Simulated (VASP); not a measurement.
# Nb4C (F-43m) in VASP: notebook

The runs below take Nb4C through relaxation of cell and atoms, single point, with PBE.

Everything below comes from runs of VASP 6.6.1. Logs are shortened: lines on timing, memory, paths and dates and some standing lists are left out, and cuts for length are marked.

### 1 The cell of the first run

The structure is cubic, space group F-43m (No. 216). Conventional cell: a = 7.186 Å, b = 7.186 Å, c = 7.186 Å, α = 90.00°, β = 90.00°, γ = 90.00°. Within 2.8 Å of Nb (site symmetry 3m) lie 3 Nb at 2.08 Å. Within 4.0 Å of C (site symmetry -43m) lie 12 Nb at 3.04 Å.

The cell was built from a structure type or drawn by symmetry, and may not be a known phase.

### 2 Relaxation of cell and atoms, PBE

The input, INCAR:

```
SYSTEM = Nb4C
PREC = Accurate
ENCUT = 600
EDIFF = 1E-7
ISMEAR = 0
SIGMA = 0.1
LREAL = .False.
LASPH = .True.
NELM = 80
ALGO = Normal
ISIF = 3
LWAVE = .False.
LCHARG = .False.
GGA = PE
IBRION = 2
NSW = 90
EDIFFG = -0.04
```

The input, KPOINTS:

```
Automatic mesh
0
Gamma
  4 4 4
  0 0 0
```

The input, POSCAR:

```
Nb4C
1.0
    0.0000000000      3.5929111100      3.5929111100
    3.5929111100      0.0000000000      3.5929111100
    3.5929111100      3.5929111100      0.0000000000
Nb C
4 1
Direct
    0.3977278800      0.3977278800      0.3977278800
    0.3977278800      0.3977278800      0.8068163500
    0.3977278800      0.8068163500      0.3977278800
    0.8068163500      0.3977278800      0.3977278800
    0.0000000000      0.0000000000      0.0000000000
```

Potentials or basis: VASP PAW PBE potentials, release 64 (Nb_sv, C).

Started as:

```sh
> cat potpaw_PBE.64/Nb_sv/POTCAR potpaw_PBE.64/C/POTCAR > POTCAR
> mpirun -np 1 vasp_std > vasp.out
```

OUTCAR:

```text
SYSTEM = Nb4C
   PREC = Accurate
   ENCUT = 600
   EDIFF = 1E-7
   ISMEAR = 0
   LREAL = .False.
   LASPH = .True.
   NELM = 80
   ISIF = 3
   GGA = PE
   IBRION = 2
   NSW = 90
   EDIFFG = -0.04

 ion  position               nearest neighbor table
   1  0.398  0.398  0.398-   2 2.08   3 2.08   4 2.08   2 3.00   3 3.00   4 3.00
   2  0.398  0.398  0.807-   1 2.08   3 2.08   4 2.08   1 3.00   3 3.00   4 3.00
   3  0.398  0.807  0.398-   1 2.08   2 2.08   4 2.08   2 3.00   1 3.00   4 3.00
   4  0.807  0.398  0.398-   1 2.08   2 2.08   3 2.08   1 3.00   2 3.00   3 3.00
   5  0.000  0.000  0.000-

  LATTYP: Found a face centered cubic cell.
 ALAT       =     7.1858222200

  Lattice vectors:

 A1 = (   0.0000000000,   3.5929111100,   3.5929111100)
 A2 = (   3.5929111100,   0.0000000000,   3.5929111100)
 A3 = (   3.5929111100,   3.5929111100,   0.0000000000)

Analysis of symmetry for initial positions (statically):
=====================================================================
 Subroutine PRICEL returns:
 Original cell was already a primitive cell.

 Routine SETGRP: Setting up the symmetry group for a
 face centered cubic supercell.

 Subroutine GETGRP returns: Found 24 space group operations
 (whereof 24 operations were pure point group operations)
 out of a pool of 48 trial point group operations.

The static configuration has the point symmetry T_d .

Analysis of symmetry for dynamics (positions and initial velocities):
=====================================================================
 Subroutine PRICEL returns:
 Original cell was already a primitive cell.

 Routine SETGRP: Setting up the symmetry group for a
 face centered cubic supercell.

 Subroutine GETGRP returns: Found 24 space group operations
 (whereof 24 operations were pure point group operations)
 out of a pool of 48 trial point group operations.

The dynamic configuration has the point symmetry T_d .

 Subroutine INISYM returns: Found 24 space group operations
 (whereof 24 operations are pure point group operations),
 and found     1 'primitive' translations

----------------------------------------------------------------------------------------

                                     Primitive cell

  volume of cell :      92.7619

  direct lattice vectors                    reciprocal lattice vectors
     0.000000000  3.592911110  3.592911110    -0.139162920  0.139162920  0.139162920
     3.592911110  0.000000000  3.592911110     0.139162920 -0.139162920  0.139162920
     3.592911110  3.592911110  0.000000000     0.139162920  0.139162920 -0.139162920

  length of vectors
     5.081143620  5.081143620  5.081143620     0.241037247  0.241037247  0.241037247

  position of ions in fractional coordinates (direct lattice)
     0.397727880  0.397727880  0.397727880
     0.397727880  0.397727880  0.806816350
     0.397727880  0.806816350  0.397727880
     0.806816350  0.397727880  0.397727880
     0.000000000  0.000000000  0.000000000

  ion indices of the primitive-cell ions
   primitive index   ion index
                 1           1
                 2           2
                 3           3
                 4           4
                 5           5

----------------------------------------------------------------------------------------

 KPOINTS: Automatic mesh

Automatic generation of k-mesh.
 Grid dimensions read from file:
 generate k-points for:    4    4    4

 Generating k-lattice:

  Cartesian coordinates                     Fractional coordinates (reciprocal lattice)
    -0.034790730  0.034790730  0.034790730     0.250000000  0.000000000  0.000000000
     0.034790730 -0.034790730  0.034790730     0.000000000  0.250000000  0.000000000
     0.034790730  0.034790730 -0.034790730     0.000000000  0.000000000  0.250000000

  Length of vectors
     0.060259312  0.060259312  0.060259312

  Shift w.r.t. Gamma in fractional coordinates (k-lattice)
     0.000000000  0.000000000  0.000000000

 Subroutine IBZKPT returns following result:
 ===========================================

 Found      8 irreducible k-points:

 Following reciprocal coordinates:
            Coordinates               Weight
  0.000000  0.000000  0.000000      1.000000
  0.250000  0.000000  0.000000      8.000000
  0.500000  0.000000  0.000000      4.000000
  0.250000  0.250000  0.000000      6.000000
  0.500000  0.250000  0.000000     24.000000
 -0.250000  0.250000  0.000000     12.000000
  0.500000  0.500000  0.000000      3.000000
 -0.250000  0.500000  0.250000      6.000000
   k-points           NKPTS =      8   k-points in BZ     NKDIM =      8   number of bands    NBANDS=     33
   number of dos      NEDOS =    301   number of ions     NIONS =      5
   total plane-waves  NPLWV =  74088
   dimension x,y,z NGX =    42 NGY =   42 NGZ =   42
   dimension x,y,z NGXF=    84 NGYF=   84 NGZF=   84
   ions per type =               4   1
   NGX,Y,Z   is equivalent  to a cutoff of  13.74, 13.74, 13.74 a.u.
   NGXF,Y,Z  is equivalent  to a cutoff of  27.48, 27.48, 27.48 a.u.
 SYSTEM =  Nb4C
   PREC   = accura    normal or accurate (medium, high low for compatibility)
   ISTART =      0    job   : 0-new  1-cont  2-samecut
   ICHARG =      2    charge: 1-file 2-atom 10-const
   ISPIN  =      1    spin polarized calculation?
   LNONCOLLINEAR =      F non collinear calculations
   LSORBIT =      F    spin-orbit coupling
   LASPH  =      T    aspherical Exc in radial PAW
   ENCUT  =  600.0 eV  44.10 Ry    6.64 a.u.  10.15 10.15 10.15*2*pi/ulx,y,z
   NELM   =     80;   NELMIN=  2; NELMDL= -5     # of ELM steps
   EDIFF  = 0.1E-06   stopping-criterion for ELM
   LREAL  =      F    real-space projection
   EDIFFG = -.4E-01   stopping-criterion for IOM
   NSW    =     90    number of steps for IOM
   IBRION =      2    ionic relax: 0-MD 1-quasi-New 2-CG
   NFREE  =      1    steps in history (QN), initial steepest desc. (CG)
   ISIF   =      3    stress and relaxation
   ISYM   =      2    0-nonsym 1-usesym 2-fastsym
   POTIM  = 0.5000    time-step for ionic-motion
   TEBEG  =    0.0;   TEEND  =   0.0 temperature during run
   PSTRESS=    0.0 pullay stress
   NELECT =      56.0000    total number of electrons
   NUPDOWN=      -1.0000    fix difference up-down
   EMIN   =  10.00;   EMAX   =-10.00  energy-range for DOS
   EFERMI =   0.00;   METHOD = LEGACY
   ISMEAR =     0;   SIGMA  =   0.10  broadening in eV -4-tet -1-fermi 0-gaus
   EFERMI_NEDOS =   21; number of points for ismear=-14 and -15
   IALGO  =     38    algorithm
   IMIX   =      4    mixing-type and parameters
     AMIX     =   0.40;   BMIX     =  1.00
     AMIX_MAG =   1.60;   BMIX_MAG =  1.00
  volume/ion in A,a.u.               =      18.55       125.20
  Fermi-wavevector in a.u.,A,eV,Ry     =   1.383612  2.614648 26.046756  1.914383
  Thomas-Fermi vector in A             =   2.508194
   LORBIT       =      0    0 simple, 1 ext, 2 COOP (PROOUT), +10 PAW based schemes
   GGA     = PE    functional components
   LHFCALC =     F    Hartree Fock is set to
   AEXX    =    0.0000 exact exchange contribution
   IVDW    =     0    specifies the selected vdW correction
   LEPSILON=     F    determine dielectric tensor
   LRPA    =     F    only Hartree local field effects (RPA)
 conjugate gradient relaxation of ions
 non-spin polarized calculation
 Gauss-broadening in eV      SIGMA  =   0.10
  energy-cutoff  :      600.00
  volume of cell :       92.76
 maximum number of plane-waves:      3119
 NGX is ok and might be reduce to    42
   NGX = 21   NGY = 21   NGZ = 21

--------------------------------------- Ionic step        1  -------------------------------------------

 number of electron      56.0000003 magnetization

 Free energy of the ion-electron system (eV)
  ---------------------------------------------------
  ext. energy  EPLUGINS =         0.00000000
  ---------------------------------------------------
  free energy    TOTEN  =       -30.16333511 eV

  energy without entropy =      -30.10597680  energy(sigma->0) =      -30.13465596

------------------------ aborting loop because EDIFF is reached ----------------------------------------

  FORCE on cell =-STRESS in cart. coord.  units (eV):
  Direction    XX          YY          ZZ          XY          YZ          ZX
  --------------------------------------------------------------------------------------
  -------------------------------------------------------------------------------------
  Total       32.9850672     32.9850672     32.9850672      0.0000000      0.0000000     -0.0000000
  in kB      569.7161647    569.7161647    569.7161647      0.0000000      0.0000000     -0.0000000
  external PRESSURE =     569.7161647 kB  Pullay stress =       0.0000000 kB
[... 26 lines left out ...]
--------------------------------------- Ionic step        2  -------------------------------------------

 number of electron      56.0000004 magnetization

 E-fermi :   1.8575     XC(G=0):  -6.6635

 val. band max:        1.7650556585   @ k =   0.5000   0.5000   0.0000
 cond. band min:       1.8772634792   @ k =   0.5000   0.2500   0.0000
 fundamental gap:      0.1122078206
 Fermi energy:         1.8574766462

 k-point     1 :       0.0000    0.0000    0.0000
  band No.  band energies     occupation
      1     -69.1268      2.00000
      2     -55.1649      2.00000
      3     -55.1649      2.00000
      4     -55.1649      2.00000
      5     -40.3110      2.00000
      6     -37.7054      2.00000
[... 348 lines left out ...]
  FREE ENERGIE OF THE ION-ELECTRON SYSTEM (eV)
  ---------------------------------------------------
  free  energy   TOTEN  =       -34.2404248933 eV

  energy  without entropy=      -34.2007263919  energy(sigma->0) =      -34.22057564

 E-fermi :   5.5830     XC(G=0):  -9.6624

 val. band max:        5.5743280843   @ k =   0.5000   0.5000   0.0000
 cond. band min:       5.5916709173   @ k =  -0.2500   0.2500   0.0000
 fundamental gap:      0.0173428331
 Fermi energy:         5.5829913837

 k-point     1 :       0.0000    0.0000    0.0000
  band No.  band energies     occupation
      1     -49.5211      2.00000
      2     -48.7119      2.00000
      3     -48.7119      2.00000
      4     -48.7119      2.00000
      5     -27.4145      2.00000
      6     -25.9981      2.00000
[... 277 lines left out ...]
     32       6.6355      0.00000
     33       6.7060      0.00000

[... ionic steps 4 to 11 ...]

--------------------------------------- Ionic step       12  -------------------------------------------

 number of electron      56.0000000 magnetization

------------------------ aborting loop because EDIFF is reached ----------------------------------------
[... 73 lines left out ...]
--------------------------------------- Ionic step       14  -------------------------------------------

 number of electron      56.0000000 magnetization

 Free energy of the ion-electron system (eV)
  ---------------------------------------------------
  ext. energy  EPLUGINS =         0.00000000
  ---------------------------------------------------
  free energy    TOTEN  =       -39.53920284 eV

  energy without entropy =      -39.50389313  energy(sigma->0) =      -39.52154798

 E-fermi :   7.8643     XC(G=0): -10.8127

 val. band max:        7.7957942169   @ k =   0.2500   0.2500   0.0000
 cond. band min:       7.8768739214   @ k =   0.5000   0.0000   0.0000
 fundamental gap:      0.0810797045
 Fermi energy:         7.8642750736

 k-point     1 :       0.0000    0.0000    0.0000
  band No.  band energies     occupation
      1     -47.2796      2.00000
      2     -46.7320      2.00000
      3     -46.7320      2.00000
      4     -46.7320      2.00000
      5     -25.0208      2.00000
      6     -23.8124      2.00000
[... 309 lines left out ...]
  FREE ENERGIE OF THE ION-ELECTRON SYSTEM (eV)
  ---------------------------------------------------
  free  energy   TOTEN  =       -39.5392028375 eV

  energy  without entropy=      -39.5038931273  energy(sigma->0) =      -39.52154798

 reached required accuracy - stopping structural energy minimisation
```

Run time: 5.1 min. Hardware: 1 thread of Intel Xeon 6975P-C (Granite Rapids), shared host; peak memory 0.27 GiB.

What came out:

- Free energy: -39.5392 eV
- Relaxed volume: 20.54 Å³/atom
- Relaxed cell: a = 5.257 Å, b = 5.257 Å, c = 5.257 Å, α = 60.00°, β = 60.00°, γ = 60.00°
- Space group after relaxing (to 0.1 Å): F-43m (No. 216)
- Pressure after relaxing: 0.0 GPa
- Band gap on the k mesh: zero (bands 28 and 29 overlap by 0.87 eV)

Final structure:
```xyz
5
Lattice="0.0000 3.7170 3.7170 3.7170 0.0000 3.7170 3.7170 3.7170 0.0000" Properties=species:S:1:pos:R:3 pbc="T T T"
Nb    2.8121    2.8121    2.8121
Nb    4.6220    4.6220    2.8121
Nb    4.6220    2.8121    4.6220
Nb    2.8121    4.6220    4.6220
C     0.0000    0.0000    0.0000
```

Caveat: the k points lie up to 0.37 Å⁻¹ apart in the final cell, too coarse for converged energies and pressures of a metal.

### 3 Single point, PBE, collinear spin

This run uses another cell than the first one, of 20.54 Å³/atom.

The input, INCAR:

```
SYSTEM = Nb4C
PREC = Accurate
ENCUT = 520
EDIFF = 1E-7
ISMEAR = 0
SIGMA = 0.1
LREAL = .False.
LASPH = .True.
NELM = 150
ALGO = Normal
ISIF = 2
LWAVE = .False.
LCHARG = .False.
ISPIN = 2
MAGMOM = 1 1 1 1 0
LORBIT = 11
LMAXMIX = 4
GGA = PE
NBANDS = 40
```

KPOINTS is that of step 2.

The input, POSCAR:

```
Nb4C
1.0
    0.0000000000      3.7166681746      3.7166681746
    3.7166681746      0.0000000000      3.7166681746
    3.7166681746      3.7166681746      0.0000000000
Nb C
4 1
Direct
    0.6216327982      0.1351016055      0.6216327982
    0.6216327982      0.6216327982      0.6216327982
    0.1351016055      0.6216327982      0.6216327982
    0.6216327982      0.6216327982      0.1351016055
    0.0000000000      0.0000000000      0.0000000000
```

Potentials or basis: VASP PAW PBE potentials, release 64 (Nb_sv, C).

Started as:

```sh
> cat potpaw_PBE.64/Nb_sv/POTCAR potpaw_PBE.64/C/POTCAR > POTCAR
> mpirun -np 1 vasp_std > vasp.out
```

OUTCAR:

```text
SYSTEM = Nb4C
   PREC = Accurate
   ENCUT = 520
   EDIFF = 1E-7
   ISMEAR = 0
   LREAL = .False.
   LASPH = .True.
   NELM = 150
   ISIF = 2
   ISPIN = 2
   LORBIT = 11
   GGA = PE

 ion  position               nearest neighbor table
   1  0.622  0.135  0.622-   2 2.56   3 2.56   4 2.56   3 2.70   4 2.70   2 2.70
   2  0.622  0.622  0.622-   1 2.56   3 2.56   4 2.56   3 2.70   1 2.70   4 2.70
   3  0.135  0.622  0.622-   1 2.56   2 2.56   4 2.56   1 2.70   4 2.70   2 2.70
   4  0.622  0.622  0.135-   1 2.56   2 2.56   3 2.56   1 2.70   3 2.70   2 2.70
   5  0.000  0.000  0.000-

  LATTYP: Found a face centered cubic cell.
 ALAT       =     7.4333363492

  Lattice vectors:

 A1 = (   0.0000000000,   3.7166681746,   3.7166681746)
[... 902 lines left out ...]
 -----------------------------------------------------------------------------------
      2.81253      4.62081      2.81253        -0.025517      0.025517     -0.025517
      4.62081      4.62081      4.62081         0.025517      0.025517      0.025517
      4.62081      2.81253      2.81253         0.025517     -0.025517     -0.025517
      2.81253      2.81253      4.62081        -0.025517     -0.025517      0.025517
      0.00000      0.00000      0.00000        -0.000000     -0.000000     -0.000000
 -----------------------------------------------------------------------------------
    total drift:                               -0.000002     -0.000002     -0.000001

  FREE ENERGIE OF THE ION-ELECTRON SYSTEM (eV)
  ---------------------------------------------------
  free  energy   TOTEN  =       -39.5434049633 eV

  energy  without entropy=      -39.5082091139  energy(sigma->0) =      -39.52580704

 total charge

# of ion       s       p       d       tot
------------------------------------------
    1        2.213   5.955   2.807  10.975
    2        2.213   5.955   2.807  10.975
    3        2.213   5.955   2.807  10.975
    4        2.213   5.955   2.807  10.975
    5        0.945   1.056   0.000   2.002
--------------------------------------------------
tot          9.798  24.878  11.226  45.903

 magnetization (x)

# of ion       s       p       d       tot
------------------------------------------
    1       -0.000   0.000   0.000   0.000
    2       -0.000   0.000   0.000   0.000
    3       -0.000   0.000   0.000   0.000
    4       -0.000   0.000   0.000   0.000
    5       -0.000  -0.000   0.000  -0.000
--------------------------------------------------
tot         -0.000   0.000   0.000   0.000
```

Run time: 43 s. Hardware: 1 thread of Intel Xeon 6975P-C (Granite Rapids), shared host; peak memory 0.3 GiB.

What came out:

| Item | Value |
| --- | --- |
| Free energy | -39.5434 eV |
| Pressure | 0.0 GPa |
| Largest force | 0.044 eV/Å |
| Band gap on the k mesh | zero (filled and empty bands overlap) |
| Net moment | 0.00 μB per cell |
| Valence electrons inside the program's atomic spheres | Nb 10.97; C 2.00 |

Forces on the atoms (eV/Å):
```
Nb  -0.026  0.026 -0.026
Nb   0.026  0.026  0.026
Nb   0.026 -0.026 -0.026
Nb  -0.026 -0.026  0.026
C    0.000  0.000  0.000
```

Caveat: the k points lie up to 0.37 Å⁻¹ apart, too coarse for converged energies and pressures of a metal.

### 4 Single point, PBE

This run uses another cell than the first one, of 20.57 Å³/atom.

The input, INCAR:

```
  PREC = Accurate
  ENCUT = 520
  EDIFF = 1E-6
  ISMEAR = 0
  SIGMA = 0.1
  LREAL = F
  LASPH = T
  NELM = 60
  ALGO = Normal
  ISIF = 2
  LWAVE = F
  LCHARG = F
  GGA = PE
  NBANDS = 36
```

The input, KPOINTS:

```
Automatic mesh
0
Gamma
  10 10 10
```

The input, POSCAR:

```
Nb4C
1.0
    0.0000000000      3.7186459926      3.7186459926
    3.7186459926      0.0000000000      3.7186459926
    3.7186459926      3.7186459926      0.0000000000
Nb C
4 1
Direct
    0.6217444703      0.1347665892      0.6217444703
    0.6217444703      0.6217444703      0.6217444703
    0.1347665892      0.6217444703      0.6217444703
    0.6217444703      0.6217444703      0.1347665892
    0.0000000000      0.0000000000      0.0000000000
```

Started as:

```sh
> cat potpaw_PBE.64/Nb_sv/POTCAR potpaw_PBE.64/C/POTCAR > POTCAR
> mpirun -np 1 vasp_std > vasp.out
```

It took 74 s on 1 thread of Intel Xeon 6975P-C (Granite Rapids), shared host; peak memory 0.31 GiB.

Results (log left out):

- Free energy: -39.6374 eV
- Pressure: -0.1 GPa
- Largest force: 0.013 eV/Å
- Band gap on the k mesh: zero (bands 28 and 29 overlap by 1.26 eV)

Forces on the atoms (eV/Å):
```
Nb  -0.007  0.007 -0.007
Nb   0.007  0.007  0.007
Nb   0.007 -0.007 -0.007
Nb  -0.007 -0.007  0.007
C    0.000  0.000  0.000
```

Levels at points of the mesh, in eV from the Fermi level:
```
           k point  band 26  band 27  band 28  band 29  band 30  band 31
(0.00, 0.00, 0.00)    -1.99    -1.97     0.87     0.87     0.87     3.24
(0.50, 0.00, 0.00)    -0.86    -0.31     0.16     0.35     0.35     0.88
(0.50, 0.50, 0.00)    -1.20    -0.72     0.46     0.46     0.50     0.63
```

[end of part 1 of 2]
